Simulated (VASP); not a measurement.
# ZrB (I4/mmm) in VASP: a series of runs

The runs below take ZrB through single point, with LDA.

Program: VASP 6.6.1. These are calculated values, not measurements. Logs are shortened: lines on timing, memory, paths and dates and some standing lists are left out, and cuts for length are marked.

### 1 The cell of the first run

Symmetry: I4/mmm, No. 139, tetragonal system. The conventional cell has a = 3.416 Å, b = 3.416 Å, c = 5.008 Å, α = 90.00°, β = 90.00°, γ = 90.00°. Within 3.2 Å of Zr (site symmetry 4/mmm) lie 6 B at 2.42 to 2.50 Å. Within 3.2 Å of B (site symmetry 4/mmm) lie 6 Zr at 2.42 to 2.50 Å.

### 2 Single point, LDA (normal strain along x +0.0000, normal strain along z +0.0367)

Contents of INCAR:

```
PREC = Accurate
ENCUT = 520
EDIFF = 1E-6
ISMEAR = 0
SIGMA = 0.15
LREAL = False
LASPH = True
NELM = 60
ALGO = Normal
ISIF = 2
LWAVE = False
LCHARG = False
GGA = CA
NBANDS = 14
```

Contents of KPOINTS:

```
Automatic mesh
0
Gamma
  16 16 16
```

Contents of POSCAR:

```
ZrB
1.0
    0.0000000000      2.4153850465      2.5040296777
    2.4153850465      0.0000000000      2.5040296777
    2.4153850465      2.4153850465      0.0000000000
Zr B
1 1
Direct
    0.0000000000      0.0000000000      0.0000000000
    0.5000000000      0.5000000000      0.5000000000
```

Potentials or basis: VASP PAW LDA potentials, release 64 (Zr_sv, B).

The run is started by

```console
> cat potpaw_LDA.64/Zr_sv/POTCAR potpaw_LDA.64/B/POTCAR > POTCAR
> mpirun -np 1 vasp_std > vasp.out
```

OUTCAR:

```text
PREC = Accurate
   ENCUT = 520
   EDIFF = 1E-6
   ISMEAR = 0
   LREAL = False
   LASPH = True
   NELM = 60
   ISIF = 2
   GGA = CA

 ion  position               nearest neighbor table
   1  0.000  0.000  0.000-   2 2.42   2 2.42   2 2.42   2 2.42   2 2.50   2 2.50
   2  0.500  0.500  0.500-   1 2.42   1 2.42   1 2.42   1 2.42   1 2.50   1 2.50

  LATTYP: Found a body centered tetragonal cell.
 ALAT       =     3.4158702911
 C/A-ratio  =     1.4661152001

  Lattice vectors:

 A1 = (  -2.4153850465,   0.0000000000,   2.5040296777)
 A2 = (   2.4153850465,   0.0000000000,   2.5040296777)
 A3 = (   0.0000000000,   2.4153850465,  -2.5040296777)

Analysis of symmetry for initial positions (statically):
=====================================================================
 Subroutine PRICEL returns:
 Original cell was already a primitive cell.

 Routine SETGRP: Setting up the symmetry group for a
 body centered tetragonal supercell.

 Subroutine GETGRP returns: Found 16 space group operations
 (whereof 16 operations were pure point group operations)
 out of a pool of 16 trial point group operations.

The static configuration has the point symmetry D_4h.

Analysis of symmetry for dynamics (positions and initial velocities):
=====================================================================
 Subroutine PRICEL returns:
 Original cell was already a primitive cell.

 Routine SETGRP: Setting up the symmetry group for a
 body centered tetragonal supercell.

 Subroutine GETGRP returns: Found 16 space group operations
 (whereof 16 operations were pure point group operations)
 out of a pool of 16 trial point group operations.

The dynamic configuration has the point symmetry D_4h.

 Subroutine INISYM returns: Found 16 space group operations
 (whereof 16 operations are pure point group operations),
 and found     1 'primitive' translations

----------------------------------------------------------------------------------------

                                     Primitive cell

  volume of cell :      29.2174

  direct lattice vectors                    reciprocal lattice vectors
     0.000000000  2.415385046  2.504029678    -0.207006332  0.207006332  0.199678145
     2.415385046  0.000000000  2.504029678     0.207006332 -0.207006332  0.199678145
     2.415385046  2.415385046  0.000000000     0.207006332  0.207006332 -0.199678145

  length of vectors
     3.479116202  3.479116202  3.415870291     0.354365073  0.354365073  0.354365073

  position of ions in fractional coordinates (direct lattice)
     0.000000000  0.000000000  0.000000000
     0.500000000  0.500000000  0.500000000

  ion indices of the primitive-cell ions
   primitive index   ion index
                 1           1
                 2           2

----------------------------------------------------------------------------------------

 KPOINTS: Automatic mesh

Automatic generation of k-mesh.
 Grid dimensions read from file:
 generate k-points for:   16   16   16

 Generating k-lattice:

  Cartesian coordinates                     Fractional coordinates (reciprocal lattice)
    -0.012937896  0.012937896  0.012479884     0.062500000  0.000000000  0.000000000
     0.012937896 -0.012937896  0.012479884     0.000000000  0.062500000  0.000000000
     0.012937896  0.012937896 -0.012479884     0.000000000  0.000000000  0.062500000

  Length of vectors
     0.022147817  0.022147817  0.022147817

  Shift w.r.t. Gamma in fractional coordinates (k-lattice)
     0.000000000  0.000000000  0.000000000

 Subroutine IBZKPT returns following result:
 ===========================================

 Found    349 irreducible k-points:

 Following reciprocal coordinates:
            Coordinates               Weight
  0.000000  0.000000  0.000000      1.000000
  0.062500  0.000000  0.000000      8.000000
  0.125000  0.000000  0.000000      8.000000
  0.187500  0.000000  0.000000      8.000000
  0.250000  0.000000  0.000000      8.000000
  0.312500  0.000000  0.000000      8.000000
[... 16 lines left out ...]
 -0.125000  0.062500  0.000000      8.000000
 -0.062500  0.062500  0.000000      4.000000
 [... further k-points ...]
   k-points           NKPTS =    349   k-points in BZ     NKDIM =    349   number of bands    NBANDS=     14
   number of dos      NEDOS =    301   number of ions     NIONS =      2
   total plane-waves  NPLWV =  21952
   dimension x,y,z NGX =    28 NGY =   28 NGZ =   28
   dimension x,y,z NGXF=    56 NGYF=   56 NGZF=   56
   ions per type =               1   1
   NGX,Y,Z   is equivalent  to a cutoff of  13.38, 13.38, 13.63 a.u.
   NGXF,Y,Z  is equivalent  to a cutoff of  26.76, 26.76, 27.25 a.u.
 SYSTEM =  unknown system
   PREC   = accura    normal or accurate (medium, high low for compatibility)
   ISTART =      0    job   : 0-new  1-cont  2-samecut
   ICHARG =      2    charge: 1-file 2-atom 10-const
   ISPIN  =      1    spin polarized calculation?
   LNONCOLLINEAR =      F non collinear calculations
   LSORBIT =      F    spin-orbit coupling
   LASPH  =      T    aspherical Exc in radial PAW
   ENCUT  =  520.0 eV  38.22 Ry    6.18 a.u.   6.47  6.47  6.35*2*pi/ulx,y,z
   NELM   =     60;   NELMIN=  2; NELMDL= -5     # of ELM steps
   EDIFF  = 0.1E-05   stopping-criterion for ELM
   LREAL  =      F    real-space projection
   EDIFFG = 0.1E-04   stopping-criterion for IOM
   NSW    =      0    number of steps for IOM
   IBRION =     -1    ionic relax: 0-MD 1-quasi-New 2-CG
   NFREE  =      0    steps in history (QN), initial steepest desc. (CG)
   ISIF   =      2    stress and relaxation
   ISYM   =      2    0-nonsym 1-usesym 2-fastsym
   POTIM  = 0.5000    time-step for ionic-motion
   TEBEG  =    0.0;   TEEND  =   0.0 temperature during run
   PSTRESS=    0.0 pullay stress
   NELECT =      15.0000    total number of electrons
   NUPDOWN=      -1.0000    fix difference up-down
   EMIN   =  10.00;   EMAX   =-10.00  energy-range for DOS
   EFERMI =   0.00;   METHOD = LEGACY
   ISMEAR =     0;   SIGMA  =   0.15  broadening in eV -4-tet -1-fermi 0-gaus
   EFERMI_NEDOS =   21; number of points for ismear=-14 and -15
   IALGO  =     38    algorithm
   IMIX   =      4    mixing-type and parameters
     AMIX     =   0.40;   BMIX     =  1.00
     AMIX_MAG =   1.60;   BMIX_MAG =  1.00
  volume/ion in A,a.u.               =      14.61        98.58
  Fermi-wavevector in a.u.,A,eV,Ry     =   1.310865  2.477175 23.379790  1.718366
  Thomas-Fermi vector in A             =   2.441366
   LORBIT       =      0    0 simple, 1 ext, 2 COOP (PROOUT), +10 PAW based schemes
   GGA     = CA    functional components
   LHFCALC =     F    Hartree Fock is set to
   AEXX    =    0.0000 exact exchange contribution
   IVDW    =     0    specifies the selected vdW correction
   LEPSILON=     F    determine dielectric tensor
   LRPA    =     F    only Hartree local field effects (RPA)
 non-spin polarized calculation
 Gauss-broadening in eV      SIGMA  =   0.15
  energy-cutoff  :      520.00
  volume of cell :       29.22
 maximum number of plane-waves:       805
 NGX is ok and might be reduce to    28
   NGX = 13   NGY = 13   NGZ = 13

 number of electron      15.0000000 magnetization

 Free energy of the ion-electron system (eV)
  ---------------------------------------------------
  ext. energy  EPLUGINS =         0.00000000
  ---------------------------------------------------
  free energy    TOTEN  =       -17.48733660 eV

  energy without entropy =      -17.47404052  energy(sigma->0) =      -17.48068856

 E-fermi :   7.4085     XC(G=0): -11.6922

 val. band max:        7.4078217516   @ k =  -0.1875   0.1250   0.0625
 cond. band min:       7.4099574666   @ k =   0.2500   0.0000   0.0000
 fundamental gap:      0.0021357150
 Fermi energy:         7.4084831783

 k-point     1 :       0.0000    0.0000    0.0000
  band No.  band energies     occupation
      1     -39.7436      2.00000
      2     -17.7237      2.00000
      3     -17.7133      2.00000
      4     -17.7133      2.00000
      5      -0.5338      2.00000
      6       8.8916      0.00000
      7       9.2355      0.00000
      8       9.2355      0.00000
      9      10.3636      0.00000
     10      10.7366      0.00000
     11      10.7459      0.00000
     12      10.9150      0.00000
     13      10.9150      0.00000
     14      18.1760      0.00000

 k-point     2 :       0.0625    0.0000    0.0000
  band No.  band energies     occupation
      1     -39.7412      2.00000
      2     -17.7405      2.00000
      3     -17.7223      2.00000
      4     -17.7149      2.00000
      5      -0.4449      2.00000
      6       8.7455      0.00000
      7       9.0234      0.00000
      8       9.2037      0.00000
      9       9.7858      0.00000
     10       9.9568      0.00000
     11      10.9996      0.00000
     12      11.6181      0.00000
     13      11.8999      0.00000
     14      18.3896      0.00000

 k-point     3 :       0.1250    0.0000    0.0000
  band No.  band energies     occupation
      1     -39.7345      2.00000
      2     -17.8039      2.00000
      3     -17.7315      2.00000
      4     -17.7197      2.00000
      5      -0.1849      2.00000
      6       8.1525      0.00000
      7       8.4939      0.00000
      8       8.7280      0.00000
      9       9.6724      0.00000
     10       9.7767      0.00000
     11      11.2406      0.00000
     12      12.7176      0.00000
     13      13.0676      0.00000
     14      18.9491      0.00000
[... 324 lines left out ...]
 k-point    23 :      -0.1250    0.0625    0.0000
  band No.  band energies     occupation
      1     -39.7291      2.00000
      2     -17.8466      2.00000
      3     -17.7530      2.00000
      4     -17.7157      2.00000
      5       0.0274      2.00000
      6       7.8279      0.00008
      7       8.1211      0.00000
      8       8.2589      0.00000
      9       9.5999      0.00000
     10      10.1829      0.00000
     11      11.5576      0.00000
     12      12.5602      0.00000
     13      14.2028      0.00000
     14      19.2808      0.00000

 k-point    24 :      -0.0625    0.0625    0.0000
  band No.  band energies     occupation
      1     -39.7371      2.00000
      2     -17.7724      2.00000
      3     -17.7382      2.00000
      4     -17.7134      2.00000
      5      -0.2902      2.00000
      6       8.5024      0.00000
      7       8.5881      0.00000
      8       9.0313      0.00000
      9       9.3649      0.00000
     10      10.0350      0.00000
     11      11.2848      0.00000
     12      11.7407      0.00000
     13      13.0000      0.00000
     14      18.7431      0.00000

 [... further k-points ...]
[... 5 lines left out ...]
  --------------------------------------------------------------------------------------
  -------------------------------------------------------------------------------------
  Total       -0.3327820     -0.3327820     -2.2210343      0.0000000      0.0000000      0.0000000
  in kB      -18.2485407    -18.2485407   -121.7933689      0.0000000      0.0000000      0.0000000
  external PRESSURE =     -52.7634834 kB  Pullay stress =       0.0000000 kB

 VOLUME and BASIS-vectors are now :
 -----------------------------------------------------------------------------
  energy-cutoff  :      520.00
  volume of cell :       29.22
      direct lattice vectors                 reciprocal lattice vectors
     0.000000000  2.415385046  2.504029678    -0.207006332  0.207006332  0.199678145
     2.415385046  0.000000000  2.504029678     0.207006332 -0.207006332  0.199678145
     2.415385046  2.415385046  0.000000000     0.207006332  0.207006332 -0.199678145

 POSITION                                       TOTAL-FORCE (eV/Angst)
 -----------------------------------------------------------------------------------
      0.00000      0.00000      0.00000        -0.000000      0.000000      0.000000
      2.41539      2.41539      2.50403         0.000000     -0.000000      0.000000
 -----------------------------------------------------------------------------------
    total drift:                               -0.000000      0.000000      0.000000

  FREE ENERGIE OF THE ION-ELECTRON SYSTEM (eV)
  ---------------------------------------------------
  free  energy   TOTEN  =       -17.4873365987 eV

  energy  without entropy=      -17.4740405172  energy(sigma->0) =      -17.48068856
```

It took 3 min on 1 thread of AMD EPYC 7R43 (Zen 3), shared host; peak memory 0.22 GiB.

What came out:

| Quantity | Value |
| --- | --- |
| Free energy | -17.4873 eV |
| Pressure | -5.3 GPa |

Caveat: the cell differs from its parent crystal (normal strain along x +0.0000, normal strain along z +0.0367).

### 3 Single point, LDA (normal strain along x +0.0467, normal strain along z +0.0000)

Contents of INCAR:

```
PREC     = Accurate       # precision mode
ENCUT    = 520            # plane-wave cutoff, eV
EDIFF    = 1E-7           # SCF threshold, eV
ISMEAR   = 0              # smearing method
SIGMA    = 0.15           # smearing width, eV
LREAL    = F              # projectors in reciprocal space
LASPH    = T              # aspherical terms in the spheres
NELM     = 80             # most SCF steps
ALGO     = Normal         # electronic algorithm
ISIF     = 2              # what is computed and relaxed
LWAVE    = F              # write WAVECAR
LCHARG   = F              # write CHGCAR
NBANDS   = 14             # bands
```

KPOINTS is that of step 2.

Contents of POSCAR:

```
ZrB
1.0
    0.0000000000      2.4153850465      2.4153850465
    2.5281835282      0.0000000000      2.4153850465
    2.5281835282      2.4153850465      0.0000000000
Zr B
1 1
Direct
    0.0000000000      0.0000000000      0.0000000000
    0.5000000000      0.5000000000      0.5000000000
```

Potentials or basis: VASP PAW LDA potentials, release 64 (Zr_sv, B).

The run is started by

```console
> cat potpaw_LDA.64/Zr_sv/POTCAR potpaw_LDA.64/B/POTCAR > POTCAR
> mpirun -np 1 vasp_std > vasp.out
```

It took 3.7 min on 1 thread of AMD EPYC 7R43 (Zen 3), shared host; peak memory 0.22 GiB.

Results (log left out):

```
Free energy : -17.4636 eV
Pressure    : -6.5 GPa
```

Stress tensor (GPa, compression positive):
```
-14.90   0.00   0.00
  0.00  -2.36   0.00
  0.00   0.00  -2.36
```

Levels at points of the mesh, in eV from the Fermi level:
| k point | band 5 | band 6 | band 7 | band 8 | band 9 | band 10 | band 11 | band 12 |
| --- | --- | --- | --- | --- | --- | --- | --- | --- |
| (0.00, 0.00, 0.00) | -7.92 | 1.42 | 1.85 | 1.85 | 2.86 | 3.29 | 3.34 | 3.50 |
| (0.50, 0.00, 0.00) | -4.00 | -3.79 | -1.23 | -1.12 | 4.64 | 4.90 | 6.05 | 7.54 |
| (0.50, 0.50, 0.00) | -5.97 | -0.80 | -0.57 | 1.92 | 2.04 | 4.52 | 5.44 | 5.87 |
| (0.00, 0.50, 0.50) | -6.03 | -1.02 | -0.77 | 2.26 | 2.26 | 4.52 | 5.65 | 5.65 |

Caveat: the cell differs from its parent crystal (normal strain along x +0.0467, normal strain along z +0.0000).
